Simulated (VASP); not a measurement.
# CsB2P3 (P-3m1) in VASP: further runs

The runs below take CsB2P3 through single point, relaxation of cell and atoms, with PBE.

Program: VASP 6.6.1. These are calculated values, not measurements. Logs are shortened: lines on timing, memory, paths and dates and some standing lists are left out, and cuts for length are marked.

## 1. The cell of the first run

It takes space group P-3m1 (No. 164, trigonal). Conventional cell: a = 4.045 Å, b = 4.045 Å, c = 7.302 Å, α = 90.00°, β = 90.00°, γ = 120.00°. Cs (site symmetry -3m) has 8 P at 3.46 to 3.65 Å and 6 B at 3.64 Å and 6 Cs at 4.05 Å within 4.5 Å. Within 2.6 Å of B (site symmetry 3m) lie 7 P at 1.96 to 2.49 Å. P (site symmetry -3m) has 6 B at 2.49 Å and 6 P at 2.58 Å within 3.3 Å. Within 2.6 Å of P (site symmetry 3m) lie 4 B at 1.96 to 2.35 Å and 3 P at 2.58 Å.

## 2. Single point, PBE

INCAR

```
SYSTEM = CsB2P3
ALGO = Normal ; EDIFF = 1E-6
ENCUT = 520 ; GGA = PE
ISIF = 2 ; ISMEAR = 0
LASPH = .True. ; LCHARG = .False.
LREAL = .False. ; LWAVE = .False.
NBANDS = 24 ; NELM = 100
PREC = Accurate ; SIGMA = 0.1
```

KPOINTS

```
k-points
0
Gamma
  12 12 6
  0 0 0
```

POSCAR

```
CsB2P3
1.0
    4.0452045587      0.0000000000      0.0000000000
   -2.0226022793      3.5032499113      0.0000000000
    0.0000000000      0.0000000000      7.3018372119
Cs B P
1 2 3
Direct
    0.0000000000      0.0000000000      0.5000000000
    0.6666666667      0.3333333333      0.1184318665
    0.3333333333      0.6666666667      0.8815681335
    0.0000000000      0.0000000000      0.0000000000
    0.3333333333      0.6666666667      0.1501829500
    0.6666666667      0.3333333333      0.8498170500
```

Potentials or basis: VASP PAW PBE potentials, release 64 (Cs_sv, B, P).

Launch:

```bash
$ cat potpaw_PBE.64/Cs_sv/POTCAR potpaw_PBE.64/B/POTCAR potpaw_PBE.64/P/POTCAR > POTCAR
$ mpirun -np 1 vasp_std > vasp.out
```

OUTCAR:

```text
SYSTEM = CsB2P3
   EDIFF = 1E-6
   ENCUT = 520
   GGA = PE
   ISIF = 2
   ISMEAR = 0
   LASPH = .True.
   LREAL = .False.
   NELM = 100
   PREC = Accurate

 ion  position               nearest neighbor table
   1  0.000  0.000  0.500-
   2  0.667  0.333  0.118-   6 1.96   5 2.35   5 2.35   5 2.35   4 2.49   4 2.49   4 2.49
   3  0.333  0.667  0.882-   5 1.96   6 2.35   6 2.35   6 2.35   4 2.49   4 2.49   4 2.49
   4  0.000  0.000  0.000-   2 2.49   3 2.49   3 2.49   2 2.49   2 2.49   3 2.49   5 2.58   6 2.58
                             6 2.58   5 2.58   6 2.58   5 2.58
   5  0.333  0.667  0.150-   3 1.96   2 2.35   2 2.35   2 2.35   4 2.58   4 2.58   4 2.58
   6  0.667  0.333  0.850-   2 1.96   3 2.35   3 2.35   3 2.35   4 2.58   4 2.58   4 2.58

  LATTYP: Found a hexagonal cell.
 ALAT       =     4.0452045587
 C/A-ratio  =     1.8050600670

  Lattice vectors:

 A1 = (   4.0452045587,   0.0000000000,   0.0000000000)
 A2 = (  -2.0226022793,   3.5032499113,   0.0000000000)
 A3 = (   0.0000000000,   0.0000000000,   7.3018372119)

Analysis of symmetry for initial positions (statically):
=====================================================================
 Subroutine PRICEL returns:
 Original cell was already a primitive cell.

 Routine SETGRP: Setting up the symmetry group for a
 hexagonal supercell.

 Subroutine GETGRP returns: Found 12 space group operations
 (whereof 12 operations were pure point group operations)
 out of a pool of 24 trial point group operations.

The static configuration has the point symmetry D_3d.

Analysis of symmetry for dynamics (positions and initial velocities):
=====================================================================
 Subroutine PRICEL returns:
 Original cell was already a primitive cell.

 Routine SETGRP: Setting up the symmetry group for a
 hexagonal supercell.

 Subroutine GETGRP returns: Found 12 space group operations
 (whereof 12 operations were pure point group operations)
 out of a pool of 24 trial point group operations.

The dynamic configuration has the point symmetry D_3d.

 Subroutine INISYM returns: Found 12 space group operations
 (whereof 12 operations are pure point group operations),
 and found     1 'primitive' translations

----------------------------------------------------------------------------------------

                                     Primitive cell

  volume of cell :     103.4770

  direct lattice vectors                    reciprocal lattice vectors
[... 93 lines left out ...]
   ENCUT  =  520.0 eV  38.22 Ry    6.18 a.u.   7.52  7.52 13.58*2*pi/ulx,y,z
   NELM   =    100;   NELMIN=  2; NELMDL= -5     # of ELM steps
   EDIFF  = 0.1E-05   stopping-criterion for ELM
   LREAL  =      F    real-space projection
   EDIFFG = 0.1E-04   stopping-criterion for IOM
   NSW    =      0    number of steps for IOM
   IBRION =     -1    ionic relax: 0-MD 1-quasi-New 2-CG
   NFREE  =      0    steps in history (QN), initial steepest desc. (CG)
   ISIF   =      2    stress and relaxation
   ISYM   =      2    0-nonsym 1-usesym 2-fastsym
   POTIM  = 0.5000    time-step for ionic-motion
   TEBEG  =    0.0;   TEEND  =   0.0 temperature during run
   PSTRESS=    0.0 pullay stress
   NELECT =      30.0000    total number of electrons
   NUPDOWN=      -1.0000    fix difference up-down
   EMIN   =  10.00;   EMAX   =-10.00  energy-range for DOS
   EFERMI =   0.00;   METHOD = LEGACY
   ISMEAR =     0;   SIGMA  =   0.10  broadening in eV -4-tet -1-fermi 0-gaus
   EFERMI_NEDOS =   21; number of points for ismear=-14 and -15
   IALGO  =     38    algorithm
   IMIX   =      4    mixing-type and parameters
     AMIX     =   0.40;   BMIX     =  1.00
     AMIX_MAG =   1.60;   BMIX_MAG =  1.00
  volume/ion in A,a.u.               =      17.25       116.38
  Fermi-wavevector in a.u.,A,eV,Ry     =   1.083513  2.047542 15.973236  1.174000
  Thomas-Fermi vector in A             =   2.219580
   LORBIT       =      0    0 simple, 1 ext, 2 COOP (PROOUT), +10 PAW based schemes
   GGA     = PE    functional components
   LHFCALC =     F    Hartree Fock is set to
   AEXX    =    0.0000 exact exchange contribution
   IVDW    =     0    specifies the selected vdW correction
   LEPSILON=     F    determine dielectric tensor
   LRPA    =     F    only Hartree local field effects (RPA)
 non-spin polarized calculation
 Gauss-broadening in eV      SIGMA  =   0.10
  energy-cutoff  :      520.00
  volume of cell :      103.48
 maximum number of plane-waves:      2812
   NGX = 15   NGY = 15   NGZ = 27

 number of electron      29.9999998 magnetization

 Free energy of the ion-electron system (eV)
  ---------------------------------------------------
  ext. energy  EPLUGINS =         0.00000000
  ---------------------------------------------------
  free energy    TOTEN  =       -26.90860001 eV

  energy without entropy =      -26.90188781  energy(sigma->0) =      -26.90524391

 E-fermi :   6.4907     XC(G=0): -10.1645

 val. band max:        6.4874905026   @ k =   0.2500   0.1667   0.5000
 cond. band min:       6.4944966398   @ k =   0.2500   0.1667   0.3333
 fundamental gap:      0.0070061372
 Fermi energy:         6.4907394895

 k-point     1 :       0.0000    0.0000    0.0000
  band No.  band energies     occupation
      1     -16.3608      2.00000
      2      -9.7663      2.00000
      3      -5.4536      2.00000
      4      -2.5754      2.00000
      5      -2.5754      2.00000
      6      -2.3944      2.00000
[... 637 lines left out ...]
     23      10.6664      0.00000
     24      10.8456      0.00000

 [... further k-points ...]
[... 5 lines left out ...]
  --------------------------------------------------------------------------------------
  -------------------------------------------------------------------------------------
  Total       -0.0204019     -0.0204019      0.0237226     -0.0000000      0.0000000      0.0000000
  in kB       -0.3158908     -0.3158908      0.3673069     -0.0000000      0.0000000      0.0000000
  external PRESSURE =      -0.0881582 kB  Pullay stress =       0.0000000 kB

 VOLUME and BASIS-vectors are now :
 -----------------------------------------------------------------------------
  energy-cutoff  :      520.00
  volume of cell :      103.48
      direct lattice vectors                 reciprocal lattice vectors
     4.045204559  0.000000000  0.000000000     0.247206287  0.142724616  0.000000000
    -2.022602279  3.503249911  0.000000000     0.000000000  0.285449233  0.000000000
     0.000000000  0.000000000  7.301837212     0.000000000  0.000000000  0.136951834

 POSITION                                       TOTAL-FORCE (eV/Angst)
 -----------------------------------------------------------------------------------
      0.00000      0.00000      3.65092        -0.000000      0.000000      0.000000
      2.02260      1.16775      0.86477         0.000000     -0.000000     -0.016494
     -0.00000      2.33550      6.43707        -0.000000      0.000000      0.016494
      0.00000      0.00000      0.00000        -0.000000      0.000000      0.000000
     -0.00000      2.33550      1.09661         0.000000     -0.000000     -0.028709
      2.02260      1.16775      6.20523         0.000000      0.000000      0.028709
 -----------------------------------------------------------------------------------
    total drift:                               -0.000000     -0.000000      0.000000

  FREE ENERGIE OF THE ION-ELECTRON SYSTEM (eV)
  ---------------------------------------------------
  free  energy   TOTEN  =       -26.9086000055 eV

  energy  without entropy=      -26.9018878060  energy(sigma->0) =      -26.90524391
```

Wall time 88 s (1 thread of Intel Xeon 6975P-C (Granite Rapids), shared host); peak memory 0.36 GiB.

What came out:

```
Free energy            : -26.9086 eV
Pressure               : 0.0 GPa
Largest force          : 0.029 eV/Å
Band gap on the k mesh : zero (band 15 reaches 8.01 eV, above the bottom of band 16 at 4.89 eV)
```

Forces in eV/Å, atoms in the order of the input:
```
Cs   0.000  0.000  0.000
B    0.000  0.000 -0.016
B    0.000  0.000  0.016
P    0.000  0.000  0.000
P    0.000  0.000 -0.029
P    0.000  0.000  0.029
```

Caveat: spin-orbit coupling is left out, which moves the levels of the heavy elements.

## 3. Relaxation of cell and atoms, PBE

This run uses another cell than the first one, of 17.33 Å³/atom, 1.005 times its volume.

INCAR

```
ALGO = Normal ; EDIFF = 1E-6
EDIFFG = -0.01 ; ENCUT = 600
GGA = PE ; IBRION = 2
ISIF = 3 ; ISMEAR = 0
LASPH = True ; LCHARG = False
LREAL = False ; LWAVE = False
NELM = 100 ; NSW = 100
PREC = Accurate ; SIGMA = 0.1
```

KPOINTS

```
k-points
0
Gamma
  12 12 6
```

POSCAR

```
CsB2P3
1.0
    4.0588399754      0.0000000000      0.0000000000
   -2.0294199877      3.5150585286      0.0000000000
    0.0000000000      0.0000000000      7.2895680896
Cs B P
1 2 3
Direct
    0.0000000000      0.0000000000      0.5000000000
    0.6666666667      0.3333333333      0.1189599999
    0.3333333333      0.6666666667      0.8810400001
    0.0000000000      0.0000000000      0.0000000000
    0.3333333333      0.6666666667      0.1485368657
    0.6666666667      0.3333333333      0.8514631343
```

Potentials or basis: VASP PAW PBE potentials, release 64 (Cs_sv, B, P).

Launch:

```bash
$ cat potpaw_PBE.64/Cs_sv/POTCAR potpaw_PBE.64/B/POTCAR potpaw_PBE.64/P/POTCAR > POTCAR
$ mpirun -np 1 vasp_std > vasp.out
```

Run time: 4 min. Hardware: 1 thread of Intel Xeon 6975P-C (Granite Rapids), shared host; peak memory 0.42 GiB.

It converged, with:

| Item | Value |
| --- | --- |
| Free energy | -26.9107 eV |
| Relaxed volume | 17.27 Å³/atom |
| Relaxed cell | a = 4.046 Å, b = 4.046 Å, c = 7.311 Å, α = 90.00°, β = 90.00°, γ = 120.00° |
| Space group after relaxing (to 0.05 Å) | P-3m1 (No. 164) |
| Energy gained by relaxing | 0.6 meV/atom |
| Ionic steps | 8 |
| Pressure after relaxing | 0.0 GPa |
| Largest force after relaxing | 0.008 eV/Å |
| Band gap on the k mesh | zero (band 15 reaches 8.00 eV, above the bottom of band 16 at 4.88 eV) |

Forces on the atoms (eV/Å):
```
Cs   0.000  0.000  0.000
B    0.000  0.000  0.003
B    0.000  0.000 -0.003
P    0.000  0.000  0.000
P    0.000  0.000  0.008
P    0.000  0.000 -0.008
```

Stress tensor (GPa, compression positive):
```
-0.03  0.00  0.00
 0.00 -0.03  0.00
 0.00  0.00  0.08
```

Step by step:
```tsv
step	energy change (eV)	largest force (eV/Å)	pressure (GPa)	volume (Å³)
1	0.0000	0.1794	-0.08	104.00
2	-0.0023	0.1183	-0.35	103.86
3	-0.0028	0.0715	-0.28	103.90
4	-0.0034	0.0252	0.06	103.45
5	-0.0034	0.0266	0.07	103.46
6	-0.0034	0.0281	0.04	103.47
7	-0.0035	0.0187	0.03	103.52
8	-0.0035	0.0076	0.01	103.62
```

Final structure:
```cif
data_structure
_symmetry_space_group_name_H-M 'P 1'
_symmetry_Int_Tables_number 1
_cell_length_a 4.0455
_cell_length_b 4.0455
_cell_length_c 7.3106
_cell_angle_alpha 90.000
_cell_angle_beta 90.000
_cell_angle_gamma 120.000
_cell_volume 103.62
loop_
_atom_site_label
_atom_site_type_symbol
_atom_site_fract_x
_atom_site_fract_y
_atom_site_fract_z
_atom_site_occupancy
Cs1 Cs 0.00000 0.00000 0.50000 1
B1 B 0.66667 0.33333 0.11821 1
B2 B 0.33333 0.66667 0.88179 1
P1 P 0.00000 0.00000 0.00000 1
P2 P 0.33333 0.66667 0.14980 1
P3 P 0.66667 0.33333 0.85020 1
```

Levels at points of the mesh, in eV from the Fermi level:
| k point | band 11 | band 12 | band 13 | band 14 | band 15 | band 16 | band 17 | band 18 | band 19 |
| --- | --- | --- | --- | --- | --- | --- | --- | --- | --- |
| (0.00, 0.00, 0.00) | -5.07 | -4.68 | -4.68 | -1.39 | -1.39 | -0.94 | -0.41 | 1.23 | 1.30 |
| (0.50, 0.00, 0.00) | -3.84 | -3.03 | -2.99 | -1.75 | 1.08 | 1.73 | 1.98 | 2.33 | 2.77 |
| (0.00, 0.00, 0.50) | -4.72 | -4.72 | -4.32 | -1.62 | -1.47 | -1.47 | -0.44 | 1.41 | 1.69 |
| (0.50, 0.00, 0.50) | -4.55 | -2.82 | -2.35 | -2.11 | 1.51 | 1.71 | 1.80 | 2.03 | 2.78 |

Caveat: spin-orbit coupling is left out, which moves the levels of the heavy elements.

## 4. Single point, PBE

This run uses another cell than the first one, of 10.45 Å³/atom, 0.606 times its volume.

INCAR

```
SYSTEM = CsB2P3
PREC = Accurate
ENCUT = 520
EDIFF = 1E-6
ISMEAR = 0
SIGMA = 0.1
LREAL = .False.
LASPH = .True.
NELM = 100
ALGO = Normal
ISIF = 2
LWAVE = .False.
LCHARG = .False.
GGA = PE
NBANDS = 24
```

KPOINTS

```
Automatic mesh
0
Gamma
  6 6 2
  0 0 0
```

POSCAR

```
CsB2P3
1.0
    3.0618964400      0.0000000000      0.0000000000
   -1.5309482200      2.6516801000      0.0000000000
    0.0000000000      0.0000000000      7.7191808600
Cs B P
1 2 3
Direct
    0.0000000000      0.0000000000      0.5000000000
    0.6666666700      0.3333333300      0.0652370200
    0.3333333300      0.6666666700      0.9347629800
    0.0000000000      0.0000000000      0.0000000000
    0.3333333300      0.6666666700      0.1304740400
    0.6666666700      0.3333333300      0.8695259600
```

Launch:

```bash
$ cat potpaw_PBE.64/Cs_sv/POTCAR potpaw_PBE.64/B/POTCAR potpaw_PBE.64/P/POTCAR > POTCAR
$ mpirun -np 1 vasp_std > vasp.out
```

It took 10 s on 1 thread of Intel Xeon 6975P-C (Granite Rapids), shared host; peak memory 0.17 GiB.

Results (log left out):

- Free energy: -6.1697 eV
- Pressure: 166.2 GPa
- Largest force: 22.294 eV/Å
- Band gap on the k mesh: zero (band 15 reaches 13.18 eV, above the bottom of band 16 at 11.06 eV)

Forces in eV/Å, atoms in the order of the input:
```
Cs    0.000   0.000   0.000
B     0.000   0.000  16.079
B     0.000   0.000 -16.079
P     0.000   0.000   0.000
P     0.000   0.000  22.294
P     0.000   0.000 -22.294
```

Stress tensor (GPa, compression positive):
```
165.63   0.00   0.00
  0.00 165.63   0.00
  0.00   0.00 167.38
```

Levels at points of the mesh, in eV from the Fermi level:
| k point | band 12 | band 13 | band 14 | band 15 | band 16 | band 17 | band 18 | band 19 |
| --- | --- | --- | --- | --- | --- | --- | --- | --- |
| (0.00, 0.00, 0.00) | -5.16 | -2.26 | -1.82 | -1.82 | -1.69 | 0.15 | 0.15 | 1.96 |
| (0.50, 0.00, 0.00) | -5.61 | -5.18 | -2.36 | -1.57 | -0.42 | 2.55 | 2.85 | 4.05 |
| (0.00, 0.00, 0.50) | -5.59 | -3.16 | -1.83 | -1.83 | -1.80 | 0.18 | 0.18 | 2.22 |
| (0.50, 0.00, 0.50) | -5.57 | -4.41 | -2.66 | -0.31 | 0.66 | 1.19 | 2.46 | 2.56 |

Caveat: the k points lie up to 0.41 Å⁻¹ apart; spin-orbit coupling is left out, which moves the levels of the heavy elements; forces of over 1 eV/Å act on the atoms, so gaps and moduli don't describe the material at rest.

## 5. Overview

| task | cell | k mesh | cutoff (eV) | gap on the mesh (eV) | pressure (GPa) | largest force (eV/Å) |
| --- | --- | --- | --- | --- | --- | --- |
| single point | a = 4.045, b = 4.045, c = 7.302 Å, angles 90.0, 90.0, 120.0°, 6 atoms | 12 × 12 × 6 | 520 | none | 0.0 | 0.03 |
| relaxation of cell and atoms | relaxed from a = 4.059, b = 4.059, c = 7.290 Å, angles 90.0, 90.0, 120.0°, 6 atoms | 12 × 12 × 6 | 600 | none | 0.0 | 0.01 |
| single point | a = 3.062, b = 3.062, c = 7.719 Å, angles 90.0, 90.0, 120.0°, 6 atoms | 6 × 6 × 2 | 520 | none | 166.2 | 22.29 |

Alike in all rows: level PBE; potentials or basis VASP PAW PBE potentials, release 64 (Cs_sv, B, P); no spin polarisation; smearing gaussian 0.1 eV.

Caveats: some runs use coarse meshes; spin-orbit coupling is left out, which moves the levels of the heavy elements; forces of over 1 eV/Å act on the atoms, so gaps and moduli don't describe the material at rest (some runs).

Absolute energies hang on the potentials; compare differences alone.
